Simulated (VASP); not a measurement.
Set up this calculation in VASP 6.6.1, as the native input.

```yaml
Task: single point
Functional: LDA
Potentials_or_basis: VASP PAW LDA potentials, release 64 (Ta_pv, N)
Cutoff: 520 eV
k_mesh: 15 × 15 × 8
Occupations: gaussian, width 0.15 eV
Spin: no spin polarisation
Dipole_correction: no
Further_INCAR_settings: ALGO = Normal; EDIFF = 1e-07; NBANDS = 20
```

The structure of Ta2N lies in POSCAR:

```
Ta2N
1.0
    3.0618406011     -0.1428348640      0.0000000000
   -1.6546189214      2.7230491749      0.0000000000
    0.0000000000      0.0000000000      4.8987035653
Ta N
2 1
Direct
    0.6666666667      0.3333333333      0.7466885012
    0.3333333333      0.6666666667      0.2533114988
    0.0000000000      0.0000000000      0.0000000000
```

This cell differs from its parent crystal: engineering shear strain xy -0.0933, normal strain along z +0.0233.

These files were run (other wordings do the same):

INCAR

```
SYSTEM = Ta2N
PREC = Accurate
ENCUT = 520
EDIFF = 1E-7
ISMEAR = 0
SIGMA = 0.15
LREAL = .FALSE.
LASPH = .TRUE.
NELM = 80
ALGO = Normal
ISIF = 2
LWAVE = .FALSE.
LCHARG = .TRUE.
LELF = .TRUE.
LVHAR = .TRUE.
NBANDS = 20
```

KPOINTS

```
Automatic mesh
0
G
  15 15 8
  0 0 0
```

Potentials or basis: VASP PAW LDA potentials, release 64 (Ta_pv, N).

The run is started by

```console
$ cat potpaw_LDA.64/Ta_pv/POTCAR potpaw_LDA.64/N/POTCAR > POTCAR
$ mpirun -np 1 vasp_std > vasp.out
```

Results of the run:

```yaml
Pressure: -3.3 GPa
Largest_force: 0.332 eV/Å
Band_gap_on_the_k_mesh: zero (an odd number of electrons rules out a gap without spin polarisation)
```

Caveat: the cell differs from its parent crystal (engineering shear strain xy -0.0933, normal strain along z +0.0233); the stress differs along the axes, from -7 to -1 GPa; spin-orbit coupling is left out, which moves the levels of the heavy elements.

Run time: 4.6 min on 1 thread of Intel Xeon 8259CL (shared host), peak memory 0.67 GiB.
